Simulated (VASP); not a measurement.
# LiF (R-3m) in VASP: notebook

Runs on LiF. Level: PBE. Tasks: single point.

All numbers are computed with VASP 6.6.1; they aren't measurements. Logs are shortened: lines on timing, memory, paths and dates and some standing lists are left out, and cuts for length are marked.

### 1 The cell of the first run

It takes space group R-3m (No. 166, trigonal). Conventional cell: a = 2.878 Å, b = 2.878 Å, c = 6.857 Å, α = 90.00°, β = 90.00°, γ = 120.00°. Li (site symmetry -3m) has 6 F at 2.02 Å within 2.7 Å. Within 2.7 Å of F (site symmetry -3m) lie 6 Li at 2.02 Å.

### 2 Single point, PBE (epitaxial 111 strain +2.0%)

INCAR reads:

```
SYSTEM = LiF
ALGO = Normal
EDIFF = 1E-7
ENCUT = 520
GGA = PE
ISIF = 2
ISMEAR = 0
LASPH = .True.
LCHARG = .False.
LREAL = .False.
LWAVE = .False.
NBANDS = 12
NELM = 100
PREC = Accurate
SIGMA = 0.01
```

KPOINTS reads:

```
k-points
0
Gamma
  6 6 6
  0 0 0
```

POSCAR reads:

```
LiF
1.0
   -0.0368410052      1.9979281671      1.9979281671
    1.9979281671     -0.0368410052      1.9979281671
    1.9979281671      1.9979281671     -0.0368410052
Li F
1 1
Direct
    0.0000000000      0.0000000000      0.0000000000
    0.5000000000      0.5000000000      0.5000000000
```

Potentials or basis: VASP PAW PBE potentials, release 64 (Li_sv, F).

Run with:

```
$ cat potpaw_PBE.64/Li_sv/POTCAR potpaw_PBE.64/F/POTCAR > POTCAR
$ mpirun -np 1 vasp_std > vasp.out
```

OUTCAR:

```text
SYSTEM = LiF
   EDIFF = 1E-7
   ENCUT = 520
   GGA = PE
   ISIF = 2
   ISMEAR = 0
   LASPH = .True.
   LREAL = .False.
   NELM = 100
   PREC = Accurate

 ion  position               nearest neighbor table
   1  0.000  0.000  0.000-   2 2.02   2 2.02   2 2.02   2 2.02   2 2.02   2 2.02
   2  0.500  0.500  0.500-   1 2.02   1 2.02   1 2.02   1 2.02   1 2.02   1 2.02

  LATTYP: Found a trigonal (rhomboedric) cell.
 ALAT       =     2.8257372810
 COS(alpha) =     0.4814785396

  Lattice vectors:

 A1 = (  -0.0368410052,   1.9979281671,   1.9979281671)
 A2 = (   1.9979281671,  -0.0368410052,   1.9979281671)
 A3 = (   1.9979281671,   1.9979281671,  -0.0368410052)

Analysis of symmetry for initial positions (statically):
=====================================================================
 Subroutine PRICEL returns:
 Original cell was already a primitive cell.

 Routine SETGRP: Setting up the symmetry group for a
 trigonal (rhombohedral) supercell.

 Subroutine GETGRP returns: Found 12 space group operations
 (whereof 12 operations were pure point group operations)
 out of a pool of 12 trial point group operations.

The static configuration has the point symmetry D_3d.

Analysis of symmetry for dynamics (positions and initial velocities):
=====================================================================
 Subroutine PRICEL returns:
 Original cell was already a primitive cell.

 Routine SETGRP: Setting up the symmetry group for a
 trigonal (rhombohedral) supercell.

 Subroutine GETGRP returns: Found 12 space group operations
 (whereof 12 operations were pure point group operations)
 out of a pool of 12 trial point group operations.

The dynamic configuration has the point symmetry D_3d.

 Subroutine INISYM returns: Found 12 space group operations
 (whereof 12 operations are pure point group operations),
 and found     1 'primitive' translations

----------------------------------------------------------------------------------------

                                     Primitive cell

  volume of cell :      16.3915

  direct lattice vectors                    reciprocal lattice vectors
    -0.036841005  1.997928167  1.997928167    -0.243441471  0.248014765  0.248014765
     1.997928167 -0.036841005  1.997928167     0.248014765 -0.243441471  0.248014765
     1.997928167  1.997928167 -0.036841005     0.248014765  0.248014765 -0.243441471

  length of vectors
     2.825737281  2.825737281  2.825737281     0.426950111  0.426950111  0.426950111

  position of ions in fractional coordinates (direct lattice)
     0.000000000  0.000000000  0.000000000
     0.500000000  0.500000000  0.500000000

  ion indices of the primitive-cell ions
   primitive index   ion index
                 1           1
                 2           2

----------------------------------------------------------------------------------------

 KPOINTS: k-points

Automatic generation of k-mesh.
 Grid dimensions read from file:
 generate k-points for:    6    6    6

 Generating k-lattice:

  Cartesian coordinates                     Fractional coordinates (reciprocal lattice)
    -0.040573579  0.041335794  0.041335794     0.166666667  0.000000000  0.000000000
     0.041335794 -0.040573579  0.041335794     0.000000000  0.166666667  0.000000000
     0.041335794  0.041335794 -0.040573579     0.000000000  0.000000000  0.166666667

  Length of vectors
     0.071158352  0.071158352  0.071158352

  Shift w.r.t. Gamma in fractional coordinates (k-lattice)
     0.000000000  0.000000000  0.000000000

 Subroutine IBZKPT returns following result:
 ===========================================

 Found     32 irreducible k-points:

 Following reciprocal coordinates:
            Coordinates               Weight
  0.000000  0.000000  0.000000      1.000000
  0.166667  0.000000 -0.000000      6.000000
  0.333333 -0.000000 -0.000000      6.000000
  0.500000 -0.000000 -0.000000      3.000000
  0.166667  0.166667  0.000000      6.000000
  0.333333  0.166667 -0.000000     12.000000
[... 16 lines left out ...]
  0.500000  0.500000  0.166667      6.000000
 -0.333333  0.500000  0.166667     12.000000
 [... further k-points ...]
   k-points           NKPTS =     32   k-points in BZ     NKDIM =     32   number of bands    NBANDS=     12
   number of dos      NEDOS =    301   number of ions     NIONS =      2
   total plane-waves  NPLWV =  13824
   dimension x,y,z NGX =    24 NGY =   24 NGZ =   24
   dimension x,y,z NGXF=    48 NGYF=   48 NGZF=   48
   ions per type =               1   1
   NGX,Y,Z   is equivalent  to a cutoff of  14.12, 14.12, 14.12 a.u.
   NGXF,Y,Z  is equivalent  to a cutoff of  28.24, 28.24, 28.24 a.u.
 SYSTEM =  LiF
   PREC   = accura    normal or accurate (medium, high low for compatibility)
   ISTART =      0    job   : 0-new  1-cont  2-samecut
   ICHARG =      2    charge: 1-file 2-atom 10-const
   ISPIN  =      1    spin polarized calculation?
   LNONCOLLINEAR =      F non collinear calculations
   LSORBIT =      F    spin-orbit coupling
   LASPH  =      T    aspherical Exc in radial PAW
   ENCUT  =  520.0 eV  38.22 Ry    6.18 a.u.   5.25  5.25  5.25*2*pi/ulx,y,z
   NELM   =    100;   NELMIN=  2; NELMDL= -5     # of ELM steps
   EDIFF  = 0.1E-06   stopping-criterion for ELM
   LREAL  =      F    real-space projection
   EDIFFG = 0.1E-05   stopping-criterion for IOM
   NSW    =      0    number of steps for IOM
   IBRION =     -1    ionic relax: 0-MD 1-quasi-New 2-CG
   NFREE  =      0    steps in history (QN), initial steepest desc. (CG)
   ISIF   =      2    stress and relaxation
   ISYM   =      2    0-nonsym 1-usesym 2-fastsym
   POTIM  = 0.5000    time-step for ionic-motion
   TEBEG  =    0.0;   TEEND  =   0.0 temperature during run
   PSTRESS=    0.0 pullay stress
   NELECT =      10.0000    total number of electrons
   NUPDOWN=      -1.0000    fix difference up-down
   EMIN   =  10.00;   EMAX   =-10.00  energy-range for DOS
   EFERMI =   0.00;   METHOD = LEGACY
   ISMEAR =     0;   SIGMA  =   0.01  broadening in eV -4-tet -1-fermi 0-gaus
   EFERMI_NEDOS =   21; number of points for ismear=-14 and -15
   IALGO  =     38    algorithm
   IMIX   =      4    mixing-type and parameters
     AMIX     =   0.40;   BMIX     =  1.00
     AMIX_MAG =   1.60;   BMIX_MAG =  1.00
  volume/ion in A,a.u.               =       8.20        55.31
  Fermi-wavevector in a.u.,A,eV,Ry     =   1.388467  2.623823 26.229877  1.927842
  Thomas-Fermi vector in A             =   2.512591
   LORBIT       =      0    0 simple, 1 ext, 2 COOP (PROOUT), +10 PAW based schemes
   GGA     = PE    functional components
   LHFCALC =     F    Hartree Fock is set to
   AEXX    =    0.0000 exact exchange contribution
   IVDW    =     0    specifies the selected vdW correction
   LEPSILON=     F    determine dielectric tensor
   LRPA    =     F    only Hartree local field effects (RPA)
 non-spin polarized calculation
 Gauss-broadening in eV      SIGMA  =   0.01
  energy-cutoff  :      520.00
  volume of cell :       16.39
 maximum number of plane-waves:       452
 NGX is ok and might be reduce to    24
   NGX = 11   NGY = 11   NGZ = 11

 number of electron      10.0000000 magnetization

 number of electron       9.9999995 magnetization

 Free energy of the ion-electron system (eV)
  ---------------------------------------------------
  ext. energy  EPLUGINS =         0.00000000
  ---------------------------------------------------
  free energy    TOTEN  =        -9.63513612 eV

  energy without entropy =       -9.63513612  energy(sigma->0) =       -9.63513612

 E-fermi :  -0.8825     XC(G=0):  -9.9668

 val. band max:       -0.9409006282   @ k =   0.0000   0.0000   0.0000
 cond. band min:       8.0196052933   @ k =   0.0000   0.0000   0.0000
 fundamental gap:      8.9605059215
 Fermi energy:        -0.8825207961

 k-point     1 :       0.0000    0.0000    0.0000
  band No.  band energies     occupation
      1     -41.9684      2.00000
      2     -21.0020      2.00000
      3      -1.0826      2.00000
      4      -1.0826      2.00000
      5      -0.9409      2.00000
      6       8.0196      0.00000
      7      22.7811      0.00000
      8      22.7811      0.00000
      9      22.9512      0.00000
     10      22.9512      0.00000
     11      23.0531      0.00000
     12      23.8931      0.00000

 k-point     2 :       0.1667    0.0000   -0.0000
  band No.  band energies     occupation
      1     -41.9543      2.00000
      2     -20.9028      2.00000
      3      -1.7812      2.00000
      4      -1.1329      2.00000
      5      -1.0187      2.00000
      6       8.7328      0.00000
      7      18.3465      0.00000
      8      20.5486      0.00000
      9      20.8907      0.00000
     10      24.8382      0.00000
     11      24.9976      0.00000
     12      25.6346      0.00000

 k-point     3 :       0.3333   -0.0000   -0.0000
  band No.  band energies     occupation
      1     -41.9260      2.00000
      2     -20.6937      2.00000
      3      -3.0035      2.00000
      4      -1.2286      2.00000
      5      -1.1393      2.00000
      6       9.6330      0.00000
      7      15.9129      0.00000
      8      18.5421      0.00000
      9      18.8634      0.00000
     10      27.2169      0.00000
     11      27.5706      0.00000
     12      28.3979      0.00000
[... 286 lines left out ...]
 k-point    23 :       0.5000    0.5000    0.1667
  band No.  band energies     occupation
      1     -41.8984      2.00000
      2     -20.3611      2.00000
      3      -3.6463      2.00000
      4      -2.1565      2.00000
      5      -1.9279      2.00000
      6      12.8391      0.00000
      7      14.8599      0.00000
      8      17.1326      0.00000
      9      18.6347      0.00000
     10      21.1493      0.00000
     11      32.5199      0.00000
     12      34.1986      0.00000

 k-point    24 :      -0.3333    0.5000    0.1667
  band No.  band energies     occupation
      1     -41.8949      2.00000
      2     -20.3251      2.00000
      3      -3.5796      2.00000
      4      -2.5892      2.00000
      5      -1.8747      2.00000
      6      13.7863      0.00000
      7      14.3852      0.00000
      8      16.3693      0.00000
      9      18.4066      0.00000
     10      22.8878      0.00000
     11      30.5145      0.00000
     12      32.7153      0.00000

 [... further k-points ...]
[... 5 lines left out ...]
  --------------------------------------------------------------------------------------
  -------------------------------------------------------------------------------------
  Total        0.1470549      0.1470549      0.1470549      0.1120344      0.1120344      0.1120344
  in kB       14.3738357     14.3738357     14.3738357     10.9507671     10.9507671     10.9507671
  external PRESSURE =      14.3738357 kB  Pullay stress =       0.0000000 kB

 VOLUME and BASIS-vectors are now :
 -----------------------------------------------------------------------------
  energy-cutoff  :      520.00
  volume of cell :       16.39
      direct lattice vectors                 reciprocal lattice vectors
    -0.036841005  1.997928167  1.997928167    -0.243441471  0.248014765  0.248014765
     1.997928167 -0.036841005  1.997928167     0.248014765 -0.243441471  0.248014765
     1.997928167  1.997928167 -0.036841005     0.248014765  0.248014765 -0.243441471

 POSITION                                       TOTAL-FORCE (eV/Angst)
 -----------------------------------------------------------------------------------
      0.00000      0.00000      0.00000        -0.000000      0.000000     -0.000000
      1.97951      1.97951      1.97951         0.000000     -0.000000      0.000000
 -----------------------------------------------------------------------------------
    total drift:                               -0.000000     -0.000000      0.000000

  FREE ENERGIE OF THE ION-ELECTRON SYSTEM (eV)
  ---------------------------------------------------
  free  energy   TOTEN  =        -9.6351361212 eV

  energy  without entropy=       -9.6351361212  energy(sigma->0) =       -9.63513612
```

Run time: 4.7 s. Hardware: 1 thread of Intel Xeon Platinum 8488C (Sapphire Rapids), shared host; peak memory 0.13 GiB.

Results:

```yaml
Free_energy: -9.6351 eV
Band_gap_on_the_k_mesh: 8.96 eV, direct
```

Caveat: the k points lie up to 0.45 Å⁻¹ apart; the cell differs from its parent crystal (epitaxial 111 strain +2.0%); the cutoff is under 1.25 times the usual one of these potentials, so pressure, stress and relaxed cells hold a basis-set (Pulay) error.

### 3 Single point, PBE (epitaxial 111 strain +3.0%)

INCAR reads:

```
PREC = Accurate
ENCUT = 520
EDIFF = 1E-6
ISMEAR = 0
SIGMA = 0.01
LREAL = False
LASPH = True
NELM = 100
ALGO = Normal
ISIF = 2
LWAVE = False
LCHARG = False
GGA = PE
NBANDS = 12
```

KPOINTS reads:

```
regular mesh
0
Gamma
  6 6 6
```

POSCAR reads:

```
LiF
1.0
   -0.0554579359      1.9992599537      1.9992599537
    1.9992599537     -0.0554579359      1.9992599537
    1.9992599537      1.9992599537     -0.0554579359
Li F
1 1
Direct
    0.0000000000      0.0000000000      0.0000000000
    0.5000000000      0.5000000000      0.5000000000
```

Potentials or basis: VASP PAW PBE potentials, release 64 (Li_sv, F).

Run with:

```
$ cat potpaw_PBE.64/Li_sv/POTCAR potpaw_PBE.64/F/POTCAR > POTCAR
$ mpirun -np 1 vasp_std > vasp.out
```

Wall time 3.9 s (1 thread of Intel Xeon Platinum 8488C (Sapphire Rapids), shared host); peak memory 0.13 GiB.

Results (log left out):

| Quantity | Value |
| --- | --- |
| Free energy | -9.6336 eV |
| Band gap on the k mesh | 8.78 eV, direct |

Levels at points of the mesh, in eV from the valence-band top:
```
           k point  band 1  band 2  band 3  band 4  band 5  band 6  band 7  band 8  band 9  band 10
(0.00, 0.00, 0.00)  -41.11  -20.06   -0.20   -0.20    0.00    8.78   23.43   23.43   23.55    23.55
(0.50, 0.00, 0.00)  -41.06  -19.66   -2.61   -0.37   -0.26   10.57   16.23   18.56   19.04    30.00
(0.50, 0.50, 0.00)  -41.04  -19.39   -3.06   -1.23   -0.98   14.47   16.20   17.14   19.61    20.16
(0.50, 0.50, 0.50)  -41.05  -19.57   -2.56   -0.47   -0.47   10.39   16.83   18.09   18.09    29.57
```

Caveat: the k points lie up to 0.44 Å⁻¹ apart; the cell differs from its parent crystal (epitaxial 111 strain +3.0%); the cutoff is under 1.25 times the usual one of these potentials, so pressure, stress and relaxed cells hold a basis-set (Pulay) error.

(Part 1 of 2 ends here.)
